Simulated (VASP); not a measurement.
# TiTe2 (P-3m1) in VASP: settings compared

The runs below take TiTe2 through single point, relaxation of shape and atoms at fixed volume, with PBE+D3(BJ), PBE+D3(BJ)+U.

Everything below comes from runs of VASP 6.6.1. Logs are shortened: lines on timing, memory, paths and dates and some standing lists are left out, and cuts for length are marked.

**1. The cell of the first run**

The structure is trigonal, space group P-3m1 (No. 164). The conventional cell has a = 3.696 Å, b = 3.696 Å, c = 6.384 Å, α = 90.00°, β = 90.00°, γ = 120.00°. Within 3.6 Å of Ti (site symmetry -3m) lie 6 Te at 2.75 Å. Te (site symmetry 3m) has 3 Ti at 2.75 Å within 3.6 Å.

**2. Single point, PBE+D3(BJ)**

INCAR

```
PREC = Accurate
ENCUT = 520
EDIFF = 1E-6
ISMEAR = 0
SIGMA = 0.1
LREAL = False
LASPH = True
NELM = 80
ALGO = Normal
ISIF = 2
LWAVE = False
LCHARG = False
GGA = PE
IVDW = 12
NBANDS = 19
```

KPOINTS

```
regular mesh
0
Gamma
  12 12 8
```

POSCAR

```
TiTe2
1.0
    3.6960163674      0.0000000000      0.0000000000
   -1.8480081837      3.2008440670      0.0000000000
    0.0000000000      0.0000000000      6.3838697887
Ti Te
1 2
Direct
    0.0000000000      0.0000000000      0.0000000000
    0.6666666667      0.3333333333      0.2712099107
    0.3333333333      0.6666666667      0.7287900893
```

Potentials or basis: VASP PAW PBE potentials, release 64 (Ti_sv, Te).

The run is started by

```bash
> cat potpaw_PBE.64/Ti_sv/POTCAR potpaw_PBE.64/Te/POTCAR > POTCAR
> mpirun -np 1 vasp_std > vasp.out
```

OUTCAR:

```text
PREC = Accurate
   ENCUT = 520
   EDIFF = 1E-6
   ISMEAR = 0
   LREAL = False
   LASPH = True
   NELM = 80
   ISIF = 2
   GGA = PE
   IVDW = 12
 IVDW          = 12

 ion  position               nearest neighbor table
   1  0.000  0.000  0.000-   2 2.75   3 2.75   2 2.75   3 2.75   2 2.75   3 2.75
   2  0.667  0.333  0.271-   1 2.75   1 2.75   1 2.75   3 3.62   3 3.62   3 3.62
   3  0.333  0.667  0.729-   1 2.75   1 2.75   1 2.75   2 3.62   2 3.62   2 3.62

  LATTYP: Found a hexagonal cell.
 ALAT       =     3.6960163674
 C/A-ratio  =     1.7272298481

  Lattice vectors:

 A1 = (   3.6960163674,   0.0000000000,   0.0000000000)
 A2 = (  -1.8480081837,   3.2008440670,   0.0000000000)
 A3 = (   0.0000000000,   0.0000000000,   6.3838697887)

Analysis of symmetry for initial positions (statically):
=====================================================================
 Subroutine PRICEL returns:
 Original cell was already a primitive cell.

 Routine SETGRP: Setting up the symmetry group for a
 hexagonal supercell.

 Subroutine GETGRP returns: Found 12 space group operations
 (whereof 12 operations were pure point group operations)
 out of a pool of 24 trial point group operations.

The static configuration has the point symmetry D_3d.

Analysis of symmetry for dynamics (positions and initial velocities):
=====================================================================
 Subroutine PRICEL returns:
 Original cell was already a primitive cell.

 Routine SETGRP: Setting up the symmetry group for a
 hexagonal supercell.

 Subroutine GETGRP returns: Found 12 space group operations
 (whereof 12 operations were pure point group operations)
 out of a pool of 24 trial point group operations.

The dynamic configuration has the point symmetry D_3d.

 Subroutine INISYM returns: Found 12 space group operations
 (whereof 12 operations are pure point group operations),
 and found     1 'primitive' translations

----------------------------------------------------------------------------------------

                                     Primitive cell

  volume of cell :      75.5236

  direct lattice vectors                    reciprocal lattice vectors
     3.696016367  0.000000000  0.000000000     0.270561572  0.156208797  0.000000000
    -1.848008184  3.200844067  0.000000000     0.000000000  0.312417593  0.000000000
     0.000000000  0.000000000  6.383869789     0.000000000  0.000000000  0.156644799

  length of vectors
     3.696016367  3.696016367  6.383869789     0.312417593  0.312417593  0.156644799

  position of ions in fractional coordinates (direct lattice)
     0.000000000  0.000000000  0.000000000
     0.666666667  0.333333333  0.271209911
     0.333333333  0.666666667  0.728790089

  ion indices of the primitive-cell ions
   primitive index   ion index
                 1           1
                 2           2
                 3           3

----------------------------------------------------------------------------------------

 KPOINTS: regular mesh

Automatic generation of k-mesh.
 Grid dimensions read from file:
 generate k-points for:   12   12    8

 Generating k-lattice:

  Cartesian coordinates                     Fractional coordinates (reciprocal lattice)
     0.022546798  0.013017400  0.000000000     0.083333333  0.000000000  0.000000000
     0.000000000  0.026034799  0.000000000     0.000000000  0.083333333  0.000000000
     0.000000000  0.000000000  0.019580600     0.000000000  0.000000000  0.125000000

  Length of vectors
     0.026034799  0.026034799  0.019580600

  Shift w.r.t. Gamma in fractional coordinates (k-lattice)
     0.000000000  0.000000000  0.000000000

 Subroutine IBZKPT returns following result:
 ===========================================

 Found    131 irreducible k-points:

 Following reciprocal coordinates:
            Coordinates               Weight
  0.000000  0.000000  0.000000      1.000000
  0.083333 -0.000000  0.000000      6.000000
  0.166667 -0.000000  0.000000      6.000000
  0.250000  0.000000  0.000000      6.000000
  0.333333 -0.000000  0.000000      6.000000
  0.416667 -0.000000  0.000000      6.000000
[... 16 lines left out ...]
  0.166667 -0.000000  0.125000      6.000000
  0.000000  0.166667  0.125000      6.000000
 [... further k-points ...]
   k-points           NKPTS =    131   k-points in BZ     NKDIM =    131   number of bands    NBANDS=     19
   number of dos      NEDOS =    301   number of ions     NIONS =      3
   total plane-waves  NPLWV =  37632
   dimension x,y,z NGX =    28 NGY =   28 NGZ =   48
   dimension x,y,z NGXF=    56 NGYF=   56 NGZF=   96
   ions per type =               1   2
   NGX,Y,Z   is equivalent  to a cutoff of  12.59, 12.59, 12.50 a.u.
   NGXF,Y,Z  is equivalent  to a cutoff of  25.19, 25.19, 25.00 a.u.
 SYSTEM =  unknown system
   PREC   = accura    normal or accurate (medium, high low for compatibility)
   ISTART =      0    job   : 0-new  1-cont  2-samecut
   ICHARG =      2    charge: 1-file 2-atom 10-const
   ISPIN  =      1    spin polarized calculation?
   LNONCOLLINEAR =      F non collinear calculations
   LSORBIT =      F    spin-orbit coupling
   LASPH  =      T    aspherical Exc in radial PAW
   ENCUT  =  520.0 eV  38.22 Ry    6.18 a.u.   6.87  6.87 11.87*2*pi/ulx,y,z
   NELM   =     80;   NELMIN=  2; NELMDL= -5     # of ELM steps
   EDIFF  = 0.1E-05   stopping-criterion for ELM
   LREAL  =      F    real-space projection
   EDIFFG = 0.1E-04   stopping-criterion for IOM
   NSW    =      0    number of steps for IOM
   IBRION =     -1    ionic relax: 0-MD 1-quasi-New 2-CG
   NFREE  =      0    steps in history (QN), initial steepest desc. (CG)
   ISIF   =      2    stress and relaxation
   ISYM   =      2    0-nonsym 1-usesym 2-fastsym
   POTIM  = 0.5000    time-step for ionic-motion
   TEBEG  =    0.0;   TEEND  =   0.0 temperature during run
   PSTRESS=    0.0 pullay stress
   NELECT =      24.0000    total number of electrons
   NUPDOWN=      -1.0000    fix difference up-down
   EMIN   =  10.00;   EMAX   =-10.00  energy-range for DOS
   EFERMI =   0.00;   METHOD = LEGACY
   ISMEAR =     0;   SIGMA  =   0.10  broadening in eV -4-tet -1-fermi 0-gaus
   EFERMI_NEDOS =   21; number of points for ismear=-14 and -15
   IALGO  =     38    algorithm
   IMIX   =      4    mixing-type and parameters
     AMIX     =   0.40;   BMIX     =  1.00
     AMIX_MAG =   1.60;   BMIX_MAG =  1.00
  volume/ion in A,a.u.               =      25.17       169.89
  Fermi-wavevector in a.u.,A,eV,Ry     =   1.117166  2.111138 16.980890  1.248060
  Thomas-Fermi vector in A             =   2.253787
   LORBIT       =      0    0 simple, 1 ext, 2 COOP (PROOUT), +10 PAW based schemes
   GGA     = PE    functional components
   LHFCALC =     F    Hartree Fock is set to
   AEXX    =    0.0000 exact exchange contribution
   IVDW    =    12    specifies the selected vdW correction
   LEPSILON=     F    determine dielectric tensor
   LRPA    =     F    only Hartree local field effects (RPA)
 non-spin polarized calculation
 Gauss-broadening in eV      SIGMA  =   0.10
  energy-cutoff  :      520.00
  volume of cell :       75.52
 maximum number of plane-waves:      2064
   NGX = 13   NGY = 13   NGZ = 23

 number of electron      24.0000002 magnetization

 Free energy of the ion-electron system (eV)
  ---------------------------------------------------
  ext. energy  EPLUGINS =         0.00000000
  ---------------------------------------------------
  free energy    TOTEN  =       -16.14945512 eV

  energy without entropy =      -16.14347217  energy(sigma->0) =      -16.14646364

 E-fermi :   7.6065     XC(G=0): -10.1729

 val. band max:        7.5963137797   @ k =   0.2500   0.0000   0.1250
 cond. band min:       7.6090327182   @ k =   0.0000   0.4167   0.2500
 fundamental gap:      0.0127189384
 Fermi energy:         7.6064690619

 k-point     1 :       0.0000    0.0000    0.0000
  band No.  band energies     occupation
      1     -49.7692      2.00000
      2     -26.0346      2.00000
      3     -26.0346      2.00000
      4     -25.9983      2.00000
      5      -5.1674      2.00000
      6      -3.4675      2.00000
[... 11 lines left out ...]
     18      12.8585      0.00000
     19      13.9301      0.00000

 k-point     2 :       0.0833   -0.0000    0.0000
  band No.  band energies     occupation
      1     -49.7689      2.00000
      2     -26.0382      2.00000
      3     -26.0354      2.00000
      4     -25.9975      2.00000
      5      -5.0834      2.00000
      6      -3.4220      2.00000
[... 11 lines left out ...]
     18      13.4332      0.00000
     19      14.3290      0.00000

 k-point     3 :       0.1667   -0.0000    0.0000
  band No.  band energies     occupation
      1     -49.7682      2.00000
      2     -26.0480      2.00000
      3     -26.0377      2.00000
      4     -25.9951      2.00000
      5      -4.8376      2.00000
      6      -3.2941      2.00000
[... 11 lines left out ...]
     18      13.8036      0.00000
     19      14.8069      0.00000

 k-point     4 :       0.2500    0.0000    0.0000
  band No.  band energies     occupation
      1     -49.7672      2.00000
      2     -26.0614      2.00000
      3     -26.0408      2.00000
      4     -25.9920      2.00000
      5      -4.4514      2.00000
      6      -3.1137      2.00000
[... 11 lines left out ...]
     18      13.4348      0.00000
     19      14.1708      0.00000

 k-point     5 :       0.3333   -0.0000    0.0000
  band No.  band energies     occupation
      1     -49.7661      2.00000
      2     -26.0748      2.00000
      3     -26.0438      2.00000
      4     -25.9888      2.00000
      5      -3.9697      2.00000
      6      -2.9417      2.00000
[... 11 lines left out ...]
     18      13.2250      0.00000
     19      13.5281      0.00000

 k-point     6 :       0.4167   -0.0000    0.0000
  band No.  band energies     occupation
      1     -49.7654      2.00000
      2     -26.0845      2.00000
      3     -26.0461      2.00000
      4     -25.9865      2.00000
      5      -3.4805      2.00000
      6      -2.8743      2.00000
[... 11 lines left out ...]
     18      13.1015      0.00000
     19      13.3038      0.00000

 k-point     7 :       0.5000    0.0000    0.0000
  band No.  band energies     occupation
      1     -49.7651      2.00000
      2     -26.0881      2.00000
      3     -26.0469      2.00000
      4     -25.9856      2.00000
      5      -3.1894      2.00000
      6      -2.9393      2.00000
[... 11 lines left out ...]
     18      13.0096      0.00000
     19      13.1911      0.00000

 k-point     8 :       0.0833    0.0833    0.0000
  band No.  band energies     occupation
      1     -49.7684      2.00000
      2     -26.0447      2.00000
      3     -26.0372      2.00000
      4     -25.9959      2.00000
      5      -4.9184      2.00000
      6      -3.3351      2.00000
[... 256 lines left out ...]
 k-point    20 :       0.0000    0.0000    0.1250
  band No.  band energies     occupation
      1     -49.7692      2.00000
      2     -26.0346      2.00000
      3     -26.0346      2.00000
      4     -25.9983      2.00000
      5      -5.1212      2.00000
      6      -3.5661      2.00000
[... 11 lines left out ...]
     18      12.9113      0.00000
     19      14.2441      0.00000

 k-point    21 :       0.0833   -0.0000    0.1250
  band No.  band energies     occupation
      1     -49.7689      2.00000
      2     -26.0382      2.00000
      3     -26.0354      2.00000
      4     -25.9975      2.00000
      5      -5.0381      2.00000
      6      -3.5164      2.00000
[... 11 lines left out ...]
     18      13.4612      0.00000
     19      14.5961      0.00000

 k-point    22 :       0.0000    0.0833    0.1250
  band No.  band energies     occupation
      1     -49.7689      2.00000
      2     -26.0382      2.00000
      3     -26.0354      2.00000
      4     -25.9975      2.00000
      5      -5.0376      2.00000
      6      -3.5178      2.00000
[... 11 lines left out ...]
     18      13.4794      0.00000
     19      14.5993      0.00000

 k-point    23 :       0.1667   -0.0000    0.1250
  band No.  band energies     occupation
      1     -49.7682      2.00000
      2     -26.0481      2.00000
      3     -26.0377      2.00000
      4     -25.9952      2.00000
      5      -4.7968      2.00000
      6      -3.3738      2.00000
[... 11 lines left out ...]
     18      13.6191      0.00000
     19      14.4685      0.00000

 k-point    24 :       0.0000    0.1667    0.1250
  band No.  band energies     occupation
      1     -49.7682      2.00000
      2     -26.0481      2.00000
      3     -26.0377      2.00000
      4     -25.9952      2.00000
      5      -4.7919      2.00000
      6      -3.3844      2.00000
[... 11 lines left out ...]
     18      14.0026      0.00000
     19      14.7421      0.00000

 [... further k-points ...]

------------------------ aborting loop because EDIFF is reached ----------------------------------------

 Edisp (eV)   -1.56815

 E8    (eV) :    -0.7264

  FORCE on cell =-STRESS in cart. coord.  units (eV):
  Direction    XX          YY          ZZ          XY          YZ          ZX
  --------------------------------------------------------------------------------------
  -------------------------------------------------------------------------------------
  Total      -0.00170    -0.00170    -0.00190     0.00000    -0.00000     0.00000
  in kB      -0.03604    -0.03604    -0.04032     0.00000    -0.00000     0.00000
  external pressure =       -0.04 kB  Pullay stress =        0.00 kB

 VOLUME and BASIS-vectors are now :
 -----------------------------------------------------------------------------
  energy-cutoff  :      520.00
  volume of cell :       75.52
      direct lattice vectors                 reciprocal lattice vectors
     3.696016367  0.000000000  0.000000000     0.270561572  0.156208797  0.000000000
    -1.848008184  3.200844067  0.000000000     0.000000000  0.312417593  0.000000000
     0.000000000  0.000000000  6.383869789     0.000000000  0.000000000  0.156644799

 POSITION                                       TOTAL-FORCE (eV/Angst)
 -----------------------------------------------------------------------------------
      0.00000      0.00000      0.00000        -0.000000      0.000000      0.000000
      1.84801      1.06695      1.73137         0.000000      0.000000      0.009771
     -0.00000      2.13390      4.65250         0.000000      0.000000     -0.009771
 -----------------------------------------------------------------------------------
    total drift:                               -0.000000     -0.000000     -0.000000

  FREE ENERGIE OF THE ION-ELECTRON SYSTEM (eV)
  ---------------------------------------------------
  free  energy   TOTEN  =       -17.7176006040 eV

  energy  without entropy=      -17.7116176590  energy(sigma->0) =      -17.71460913
```

It took 2 min on 1 thread of Intel Xeon Platinum 8488C (Sapphire Rapids), shared host; peak memory 0.33 GiB.

Results:

```yaml
Free_energy: -17.7176 eV
Pressure: 0.0 GPa
Largest_force: 0.010 eV/Å
Band_gap_on_the_k_mesh: zero (band 12 reaches 8.05 eV, above the bottom of band 13 at 7.21 eV)
Dispersion_energy_per_atom: -0.523 eV
```

Forces in eV/Å, atoms in the order of the input:
```
Ti   0.000  0.000  0.000
Te   0.000  0.000  0.010
Te   0.000  0.000 -0.010
```

Caveat: spin-orbit coupling is left out, which moves the levels of the heavy elements.

(Part 1 of 3 ends here.)
